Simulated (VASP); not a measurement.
# HfO2 (R-3m) in VASP: notebook, part 2 of 2

VASP 6.6.1.

**4. Single point, r2SCAN**

This run uses another cell than the first one, of the same volume but with other edges.

POSCAR reads:

```
HfO2
1.0
   -0.5542464647      2.3125455943      2.3125455943
    2.3125455943     -0.5542464647      2.3125455943
    2.3125455943      2.3125455943     -0.5542464647
Hf O
1 2
Direct
    0.0000000000      0.0000000000      0.0000000000
    0.2500000000      0.2500000000      0.2500000000
    0.7500000000      0.7500000000      0.7500000000
```

INCAR.step1 reads:

```
PREC = Accurate
ENCUT = 520
ISMEAR = 0
SIGMA = 0.05
LREAL = F
LASPH = T
NELM = 60
NBANDS = 18
GGA = PE
ALGO = Normal
EDIFF = 1E-4
LWAVE = T
LCHARG = F
```

INCAR.step2 reads:

```
PREC = Accurate
ENCUT = 520
EDIFF = 1E-6
ISMEAR = 0
SIGMA = 0.05
LREAL = F
LASPH = T
NELM = 60
ALGO = Normal
ISIF = 2
LWAVE = F
LCHARG = T
METAGGA = R2SCAN
LMIXTAU = T
LELF = T
LVHAR = T
NBANDS = 18
ISTART = 1
```

KPOINTS reads:

```
regular mesh
0
Gamma
  8 8 8
```

Potentials or basis: VASP PAW PBE potentials, release 64 (Hf_pv, O).

Started as:

```
> cat potpaw_PBE.64/Hf_pv/POTCAR potpaw_PBE.64/O/POTCAR > POTCAR
> cp INCAR.step1 INCAR
> mpirun -np 1 vasp_std > vasp.out
> cp INCAR.step2 INCAR
> mpirun -np 1 vasp_std > vasp.out
```

OUTCAR:

```text
PREC = Accurate
   ENCUT = 520
   EDIFF = 1E-6
   ISMEAR = 0
   LREAL = F
   LASPH = T
   NELM = 60
   ISIF = 2
   METAGGA = R2SCAN
   ISTART = 1

 ion  position               nearest neighbor table
   1  0.000  0.000  0.000-   2 1.76   3 1.76   3 2.41   2 2.41   3 2.41   3 2.41   2 2.41   2 2.41

   2  0.250  0.250  0.250-   1 1.76   1 2.41   1 2.41   1 2.41
   3  0.750  0.750  0.750-   1 1.76   1 2.41   1 2.41   1 2.41

  LATTYP: Found a trigonal (rhomboedric) cell.
 ALAT       =     3.3170654795
 COS(alpha) =     0.2530624440

  Lattice vectors:

 A1 = (  -0.5542464647,   2.3125455943,   2.3125455943)
 A2 = (   2.3125455943,  -0.5542464647,   2.3125455943)
 A3 = (   2.3125455943,   2.3125455943,  -0.5542464647)

Analysis of symmetry for initial positions (statically):
=====================================================================
 Subroutine PRICEL returns:
 Original cell was already a primitive cell.

 Routine SETGRP: Setting up the symmetry group for a
 trigonal (rhombohedral) supercell.

 Subroutine GETGRP returns: Found 12 space group operations
 (whereof 12 operations were pure point group operations)
 out of a pool of 12 trial point group operations.

The static configuration has the point symmetry D_3d.

Analysis of symmetry for dynamics (positions and initial velocities):
=====================================================================
 Subroutine PRICEL returns:
 Original cell was already a primitive cell.

 Routine SETGRP: Setting up the symmetry group for a
 trigonal (rhombohedral) supercell.

 Subroutine GETGRP returns: Found 12 space group operations
 (whereof 12 operations were pure point group operations)
 out of a pool of 12 trial point group operations.

The dynamic configuration has the point symmetry D_3d.

 Subroutine INISYM returns: Found 12 space group operations
 (whereof 12 operations are pure point group operations),
 and found     1 'primitive' translations

[... 113 lines left out ...]
   IALGO  =     38    algorithm
   IMIX   =      4    mixing-type and parameters
     AMIX     =   0.40;   BMIX     =  1.00
     AMIX_MAG =   1.60;   BMIX_MAG =  1.00
  volume/ion in A,a.u.               =      11.15        75.26
  Fermi-wavevector in a.u.,A,eV,Ry     =   1.423607  2.690227 27.574337  2.026657
  Thomas-Fermi vector in A             =   2.544186
   LORBIT       =      0    0 simple, 1 ext, 2 COOP (PROOUT), +10 PAW based schemes
   METAGGA = R2SCAN    functional components
   LHFCALC =     F    Hartree Fock is set to
   AEXX    =    0.0000 exact exchange contribution
   IVDW    =     0    specifies the selected vdW correction
   LEPSILON=     F    determine dielectric tensor
   LRPA    =     F    only Hartree local field effects (RPA)
 non-spin polarized calculation
 Gauss-broadening in eV      SIGMA  =   0.05
  energy-cutoff  :      520.00
  volume of cell :       33.46
 maximum number of plane-waves:       914
 NGX is ok and might be reduce to    28

 number of electron      21.9999995 magnetization

 Free energy of the ion-electron system (eV)
  ---------------------------------------------------
  ext. energy  EPLUGINS =         0.00000000
  ---------------------------------------------------
  free energy    TOTEN  =       -65.43542099 eV

  energy without entropy =      -65.43542099  energy(sigma->0) =      -65.43542099

 E-fermi :   3.7979     XC(G=0): -12.3155

 val. band max:        3.5725272245   @ k =   0.0000   0.0000   0.0000
 cond. band min:       7.8796591756   @ k =   0.5000   0.0000   0.0000
 fundamental gap:      4.3071319512
 Fermi energy:         3.7978683710

 k-point     1 :       0.0000    0.0000    0.0000
  band No.  band energies     occupation
      1     -27.5659      2.00000
      2     -26.7601      2.00000
      3     -26.7601      2.00000
      4     -16.3659      2.00000
      5     -12.5485      2.00000
      6      -2.2943      2.00000
[... 481 lines left out ...]
      5     -13.5241      2.00000
      6      -1.2941      2.00000
[... 10 lines left out ...]
     17      15.8264      0.00000
     18      17.0280      0.00000

 [... further k-points ...]

------------------------ aborting loop because EDIFF is reached ----------------------------------------

  FORCE on cell =-STRESS in cart. coord.  units (eV):
  Direction    XX          YY          ZZ          XY          YZ          ZX
  --------------------------------------------------------------------------------------
  -------------------------------------------------------------------------------------
  Total        8.7128107      8.7128107      8.7128107     13.0519925     13.0519925     13.0519925
  in kB      417.2457660    417.2457660    417.2457660    625.0438328    625.0438328    625.0438328
  external PRESSURE =     417.2457660 kB  Pullay stress =       0.0000000 kB

 VOLUME and BASIS-vectors are now :
 -----------------------------------------------------------------------------
  energy-cutoff  :      520.00
  volume of cell :       33.46
      direct lattice vectors                 reciprocal lattice vectors
    -0.554246465  2.312545594  2.312545594    -0.150664880  0.198157071  0.198157071
     2.312545594 -0.554246465  2.312545594     0.198157071 -0.150664880  0.198157071
     2.312545594  2.312545594 -0.554246465     0.198157071  0.198157071 -0.150664880

 POSITION                                       TOTAL-FORCE (eV/Angst)
 -----------------------------------------------------------------------------------
      0.00000      0.00000      0.00000        -0.000000      0.000000     -0.000000
      1.01771      1.01771      1.01771         5.820716      5.820716      5.820716
      3.05313      3.05313      3.05313        -5.820716     -5.820716     -5.820716
 -----------------------------------------------------------------------------------
    total drift:                               -0.000000     -0.000000      0.000000

  FREE ENERGIE OF THE ION-ELECTRON SYSTEM (eV)
  ---------------------------------------------------
  free  energy   TOTEN  =       -65.4354209885 eV

  energy  without entropy=      -65.4354209885  energy(sigma->0) =      -65.43542099
```

Wall time 58 s (1 thread of Intel Xeon 6975P-C (Granite Rapids), shared host); peak memory 0.19 GiB.

What came out:

```yaml
Free_energy: -65.4354 eV
Pressure: 41.7 GPa
Largest_force: 10.082 eV/Å
Band_gap_on_the_k_mesh: 4.31 eV, indirect (least direct gap 4.55 eV)
```

Forces on the atoms (eV/Å):
```
Hf   0.000  0.000  0.000
O    5.821  5.821  5.821
O   -5.821 -5.821 -5.821
```

Stress tensor (GPa, compression positive):
```
41.72 62.50 62.50
62.50 41.72 62.50
62.50 62.50 41.72
```

Caveat: the PAW data sets were made with another functional, which shifts forces and pressure a little; spin-orbit coupling is left out, which moves the levels of the heavy elements.

**5. The runs side by side**

```tsv
cell	gap on the mesh (eV)	pressure (GPa)	largest force (eV/Å)
a = 3.222 Å, 3 atoms	none	237.2	50.04
a = 4.972 Å, angles 33.6°, 3 atoms	3.45	42.7	1.39
a = 3.317 Å, angles 75.3°, 3 atoms	4.31	41.7	10.08
```

Alike in all rows: task single point; level r2SCAN; potentials or basis VASP PAW PBE potentials, release 64 (Hf_pv, O); no spin polarisation; k mesh 8 × 8 × 8; cutoff (eV) 520; smearing gaussian 0.05 eV.

Caveats: the PAW data sets were made with another functional, which shifts forces and pressure a little; spin-orbit coupling is left out, which moves the levels of the heavy elements.

Absolute energies hang on the potentials; compare differences alone.
